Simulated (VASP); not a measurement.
Wanted: the native input for a VASP 6.6.1 run.

| Property | Result |
| --- | --- |
| Task | single point |
| Functional | PBE |
| Potentials or basis | VASP PAW PBE potentials, release 64 (Cl, Na_pv) |
| Cutoff | 520 eV |
| k mesh | 8 × 8 × 8 |
| Occupations | gaussian, width 0.023 eV |
| Spin | no spin polarisation |
| Dipole correction | no |
| Further INCAR settings | ALGO = Normal; EDIFF = 1e-07; NBANDS = 14 |

The structure of NaCl lies in POSCAR:

```
NaCl
1.0
    3.5021900000      0.0000000000      0.0000000000
    0.0000000000      3.5021900000      0.0000000000
    0.0000000000      0.0000000000      3.5021900000
Cl Na
1 1
Direct
    0.5000000000      0.5000000000      0.5000000000
    0.0000000000      0.0000000000      0.0000000000
```

One way to write it, as run:

INCAR

```
PREC = Accurate
ENCUT = 520
EDIFF = 1E-7
ISMEAR = 0
SIGMA = 0.023
LREAL = F
LASPH = T
NELM = 100
ALGO = Normal
ISIF = 2
LWAVE = F
LCHARG = F
GGA = PE
NBANDS = 14
```

KPOINTS

```
Automatic mesh
0
Gamma
  8 8 8
```

Potentials or basis: VASP PAW PBE potentials, release 64 (Cl, Na_pv).

The run is started by

```sh
$ cat potpaw_PBE.64/Cl/POTCAR potpaw_PBE.64/Na_pv/POTCAR > POTCAR
$ mpirun -np 1 vasp_std > vasp.out
```

It gave:

The pressure is 0.1 GPa. The band gap on the k mesh is 3.98 eV (least direct gap 4.47 eV).

Run time: 33 s on 1 thread of AMD EPYC 7571, on a shared host, peak memory 0.12 GiB.
